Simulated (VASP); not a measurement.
# AlNi (P4/mmm) in VASP: elastic constants with LDA

Aim: the elastic constants of AlNi with LDA.

All numbers are computed with VASP 6.6.1; they aren't measurements. Logs are shortened: lines on timing, memory, paths and dates and some standing lists are left out, and cuts for length are marked.

**1. The cell of the first run**

The typed cell holds 2 atoms: a = 2.832 Å, b = 2.832 Å, c = 2.835 Å, α = 90.00°, β = 90.00°, γ = 90.00°.

**2. Elastic constants, LDA**

Contents of INCAR:

```
PREC = Accurate
ENCUT = 600
EDIFF = 1E-8
ISMEAR = -1
SIGMA = 0.15
LREAL = False
LASPH = True
NELM = 120
ALGO = Normal
ISIF = 3
LWAVE = False
LCHARG = True
NBANDS = 14
IBRION = 6
NFREE = 2
POTIM = 0.015
NSW = 1
GGA_COMPAT = False
```

Contents of KPOINTS:

```
Automatic mesh
0
Gamma
  16 16 14
```

Contents of POSCAR:

```
AlNi
1.0
    2.0028655982     -2.0028644324      0.0000000000
    2.0028655982      2.0028644324      0.0000000000
    0.0000000000      0.0000000000      2.8351334304
Al Ni
1 1
Direct
    0.0000000000      0.0000000000      0.0000000000
    0.5000000000      0.5000000000      0.5000000000
```

Potentials or basis: VASP PAW LDA potentials, release 64 (Al, Ni).

Run with:

```sh
$ cat potpaw_LDA.64/Al/POTCAR potpaw_LDA.64/Ni/POTCAR > POTCAR
$ mpirun -np 1 vasp_std > vasp.out
```

OUTCAR:

```text
PREC = Accurate
   ENCUT = 600
   EDIFF = 1E-8
   ISMEAR = -1
   LREAL = False
   LASPH = True
   NELM = 120
   ISIF = 3
   IBRION = 6
   NFREE = 2
   POTIM = 0.015
   NSW = 1

 ion  position               nearest neighbor table
   1  0.000  0.000  0.000-   2 2.45   2 2.45   2 2.45   2 2.45   2 2.45   2 2.45   2 2.45   2 2.45

   2  0.500  0.500  0.500-   1 2.45   1 2.45   1 2.45   1 2.45   1 2.45   1 2.45   1 2.45   1 2.45

  LATTYP: Found a simple tetragonal cell.
 ALAT       =     2.8324788682
 C/A-ratio  =     1.0009371869

  Lattice vectors:

 A1 = (   2.0028655982,  -2.0028644324,   0.0000000000)
 A2 = (   2.0028655982,   2.0028644324,   0.0000000000)
 A3 = (   0.0000000000,   0.0000000000,   2.8351334304)

Analysis of symmetry for initial positions (statically):
=====================================================================
 Subroutine PRICEL returns:
 Original cell was already a primitive cell.

 Routine SETGRP: Setting up the symmetry group for a
 simple tetragonal supercell.

 Subroutine GETGRP returns: Found 16 space group operations
 (whereof 16 operations were pure point group operations)
 out of a pool of 16 trial point group operations.

The static configuration has the point symmetry D_4h.

Analysis of symmetry for dynamics (positions and initial velocities):
=====================================================================
 Subroutine PRICEL returns:
 Original cell was already a primitive cell.

 Routine SETGRP: Setting up the symmetry group for a
 simple tetragonal supercell.

 Subroutine GETGRP returns: Found 16 space group operations
 (whereof 16 operations were pure point group operations)
 out of a pool of 16 trial point group operations.

The dynamic configuration has the point symmetry D_4h.

 Subroutine INISYM returns: Found 16 space group operations
 (whereof 16 operations are pure point group operations),
 and found     1 'primitive' translations

----------------------------------------------------------------------------------------

                                     Primitive cell

  volume of cell :      22.7461

  direct lattice vectors                    reciprocal lattice vectors
     2.002865598 -2.002864432  0.000000000     0.249642313 -0.249642458  0.000000000
     2.002865598  2.002864432  0.000000000     0.249642313  0.249642458  0.000000000
     0.000000000  0.000000000  2.835133430     0.000000000  0.000000000  0.352717085

  length of vectors
     2.832478868  2.832478868  2.835133430     0.353047647  0.353047647  0.352717085

  position of ions in fractional coordinates (direct lattice)
     0.000000000  0.000000000  0.000000000
     0.500000000  0.500000000  0.500000000

  ion indices of the primitive-cell ions
   primitive index   ion index
                 1           1
                 2           2

----------------------------------------------------------------------------------------

 KPOINTS: Automatic mesh

Automatic generation of k-mesh.
 Grid dimensions read from file:
 generate k-points for:   16   16   14

 Generating k-lattice:

  Cartesian coordinates                     Fractional coordinates (reciprocal lattice)
     0.015602645 -0.015602654  0.000000000     0.062500000  0.000000000  0.000000000
     0.015602645  0.015602654  0.000000000     0.000000000  0.062500000  0.000000000
     0.000000000  0.000000000  0.025194078     0.000000000  0.000000000  0.071428571

  Length of vectors
     0.022065478  0.022065478  0.025194078

[... 109 lines left out ...]
  -------------------------------------------------------------------------------------
  Total        0.0372502      0.0372502      0.0367709      0.0000000     -0.0000000      0.0000000
  in kB        2.6238114      2.6238083      2.5900461      0.0000000     -0.0000000      0.0000000
  external PRESSURE =       2.6125553 kB  Pullay stress =       0.0000000 kB
[... 89 lines left out ...]
  FREE ENERGIE OF THE ION-ELECTRON SYSTEM (eV)
  ---------------------------------------------------
  free  energy   TOTEN  =       -12.2195890790 eV

  energy  without entropy=      -12.1614504443  energy(sigma->0) =      -12.19051976

[... ionic steps 4 to 18 ...]

--------------------------------------- Ionic step       19  -------------------------------------------

 number of electron      12.9999997 magnetization

------------------------ aborting loop because EDIFF is reached ----------------------------------------
[... 67 lines left out ...]
--------------------------------------- Ionic step       21  -------------------------------------------

 number of electron      12.9999996 magnetization

 Free energy of the ion-electron system (eV)
  ---------------------------------------------------
  ext. energy  EPLUGINS =         0.00000000
  ---------------------------------------------------
  free energy    TOTEN  =       -12.22496626 eV

  energy without entropy =      -12.16584145  energy(sigma->0) =      -12.19540385

 E-fermi :  10.4469     XC(G=0): -12.5462

 val. band max:       10.4442879726   @ k =   0.3750   0.3750   0.5000
 cond. band min:      10.4474289896   @ k =   0.1875   0.1250   0.3571
 fundamental gap:      0.0031410170
 Fermi energy:        10.4469269169

 k-point     1 :       0.0000    0.0000    0.0000
  band No.  band energies     occupation
      1      -1.0258      2.00000
      2       6.9226      2.00000
      3       6.9229      2.00000
      4       8.7433      1.99998
      5       8.7433      1.99998
      6       8.7455      1.99998
      7      16.0874      0.00000
      8      16.1218      0.00000
      9      16.1218      0.00000
     10      18.8054      0.00000
     11      18.8125      0.00000
     12      24.9004      0.00000
     13      31.8067      0.00000
     14      31.8067      0.00000
[... 377 lines left out ...]
      1       3.5377      2.00000
      2       3.6894      2.00000
      3       7.4929      2.00000
      4       7.9283      2.00000
      5       8.0154      2.00000
      6       8.7315      1.99998
      7       9.7157      1.98484
      8      17.5925      0.00000
      9      18.5569      0.00000
     10      21.0971      0.00000
     11      21.8391      0.00000
     12      22.0436      0.00000
     13      26.3485      0.00000
     14      26.9458      0.00000

 [... further k-points ...]

------------------------ aborting loop because EDIFF is reached ----------------------------------------

  FORCE on cell =-STRESS in cart. coord.  units (eV):
  Direction    XX          YY          ZZ          XY          YZ          ZX
  --------------------------------------------------------------------------------------
  -------------------------------------------------------------------------------------
  Total        0.0433709      0.0433708      0.0407314      0.0000000      0.0000000      0.0000000
  in kB        3.0549349      3.0549313      2.8690190      0.0000000      0.0000000      0.0000000
  external PRESSURE =       2.9929618 kB  Pullay stress =       0.0000000 kB
[... 17 lines left out ...]
  FREE ENERGIE OF THE ION-ELECTRON SYSTEM (eV)
  ---------------------------------------------------
  free  energy   TOTEN  =       -12.2249662571 eV

  energy  without entropy=      -12.1658414459  energy(sigma->0) =      -12.19540385

 INTERNAL STRAIN TENSORS FROM STRAINED CELLS
 ============================================

 INTERNAL STRAIN TENSOR FOR ION    1 for displacements in x,y,z  (eV/Angst):
          X           Y           Z          XY          YZ          ZX
  --------------------------------------------------------------------------------
  x     0.00000     0.00000     0.00000    -0.00000     0.00000    -0.00000
  y     0.00000     0.00000    -0.00000    -0.00000     0.00000     0.00000
  z     0.00000     0.00000     0.00000     0.00000     0.00000     0.00000

 INTERNAL STRAIN TENSORS FROM DISPLACED ATOMS
 ============================================

 INTERNAL STRAIN TENSOR FOR ION    1 for displacements in x,y,z  (eV/Angst):
          X           Y           Z          XY          YZ          ZX
  --------------------------------------------------------------------------------
  x     0.00000     0.00000     0.00000     0.00000     0.00000     0.00000
  y     0.00000     0.00000     0.00000     0.00000     0.00000     0.00000
  z     0.00000     0.00000     0.00000     0.00000     0.00000     0.00000

 INTERNAL STRAIN TENSOR FOR ION    2 for displacements in x,y,z  (eV/Angst):
          X           Y           Z          XY          YZ          ZX
  --------------------------------------------------------------------------------
  x     0.00000     0.00000     0.00000     0.00000     0.00000     0.00000
  y     0.00000     0.00000     0.00000     0.00000     0.00000     0.00000
  z     0.00000     0.00000     0.00000     0.00000     0.00000     0.00000

 Eigenvectors and eigenvalues of the dynamical matrix
 ----------------------------------------------------

   1 f  =    9.270835 THz    58.250373 2PiTHz  309.241763 cm-1    38.341075 meV
             X         Y         Z           dx          dy          dz
      0.000000  0.000000  0.000000     0.000000   -0.000000    0.827727
      2.002866  0.000000  1.417567     0.000000    0.000000   -0.561131
[... 21 lines left out ...]
   6 f/i=    0.000727 THz     0.004567 2PiTHz    0.024247 cm-1     0.003006 meV
             X         Y         Z           dx          dy          dz
      0.000000  0.000000  0.000000    -0.561128    0.000000    0.000000
      2.002866  0.000000  1.417567    -0.827729   -0.000000    0.000000

--------------------------------------------------------------------------------------------------------

 ELASTIC MODULI CONTR FROM IONIC RELAXATION (kBar)
 Direction    XX          YY          ZZ          XY          YZ          ZX
 --------------------------------------------------------------------------------
 XX           0.0000      0.0000      0.0000      0.0000      0.0000      0.0000
 YY           0.0000      0.0000      0.0000      0.0000      0.0000      0.0000
 ZZ           0.0000      0.0000      0.0000      0.0000      0.0000      0.0000
 XY           0.0000      0.0000      0.0000      0.0000      0.0000      0.0000
 YZ           0.0000      0.0000      0.0000      0.0000      0.0000      0.0000
 ZX           0.0000      0.0000      0.0000      0.0000      0.0000      0.0000
 --------------------------------------------------------------------------------

 TOTAL ELASTIC MODULI (kBar)
 Direction    XX          YY          ZZ          XY          YZ          ZX
 --------------------------------------------------------------------------------
 XX        3333.5527    656.3728   1576.3854      0.0000      0.0000      0.0000
 YY         656.3728   3333.5449   1576.3836      0.0000      0.0000     -0.0000
 ZZ        1576.3854   1576.3836   2419.7333      0.0000      0.0000      0.0000
 XY           0.0000      0.0000      0.0000    417.7549      0.0000      0.0000
 YZ           0.0000      0.0000      0.0000      0.0000   1337.6064      0.0000
 ZX           0.0000     -0.0000      0.0000      0.0000      0.0000   1337.6081
 --------------------------------------------------------------------------------
```

Wall time 14 min (1 thread of Intel Xeon 6975P-C (Granite Rapids), shared host); peak memory 0.73 GiB.

What came out:

```
Voigt bulk modulus            : 186 GPa
Highest phonon frequency at Γ : 309 cm⁻¹
```

Phonon frequencies in cm⁻¹ (negative: imaginary):
```csv
q point,frequencies
"(0.000, 0.000, 0.000)",0 0 0 309 309 309
```

Elastic tensor in Voigt notation (GPa, in the Cartesian axes of the cell as first typed):
```
333  66 158   0   0   0
 66 333 158   0   0   0
158 158 242   0   0   0
  0   0   0 134   0   0
  0   0   0   0 134   0
  0   0   0   0   0  42
```

Clamped-ion elastic tensor (GPa):
```
333  66 158   0   0   0
 66 333 158   0   0   0
158 158 242   0   0   0
  0   0   0 134   0   0
  0   0   0   0 134   0
  0   0   0   0   0  42
```

Spin polarisation is off, so any magnetic state and its effect on volume and gap are missing.
